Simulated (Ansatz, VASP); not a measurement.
Sn4S: VASP beside Ansatz

```xyz
5
Lattice="-3.3251 3.3251 3.3251 3.3251 -3.3251 3.3251 3.3251 3.3251 -3.3251" Properties=species:S:1:pos:R:3 pbc="T T T"
Sn    1.6626   -1.6626    1.6626
Sn    1.6626    1.6626    1.6626
Sn    1.6626    1.6626   -1.6626
Sn   -1.6626    1.6626    1.6626
S     0.0000    0.0000    0.0000
```

Change from the starting cell: species swapped into the GeF4 type (I-43m, No. 217).

Alike in both runs: task relaxation of cell and atoms; functional PBE; k mesh 8 × 8 × 8; occupations gaussian, width 0.1 eV; no spin polarisation.

```csv
,VASP,Ansatz
version,VASP 6.6.1,Ansatz 0.2.0
potentials or method,"VASP PAW PBE potentials, release 64 (Sn_d, S), cutoff 600 eV","scalar-relativistic, plane waves, PAW"
valence electrons in the cell,62,62
```

```csv
,VASP,Ansatz,Ansatz less VASP
"gap on the k mesh at the Fermi level, each at its own relaxed structure (eV)",none,none,-
relaxed volume (Å³/atom),29.41,29.41,0.000
relaxed cell length with the largest relative difference (Å),5.759,5.759,0.0000
```

A gap of «none» marks a metal or a gap that the smearing closes.

Noted on VASP's run: the relaxation stopped at its first step, so nothing moved.
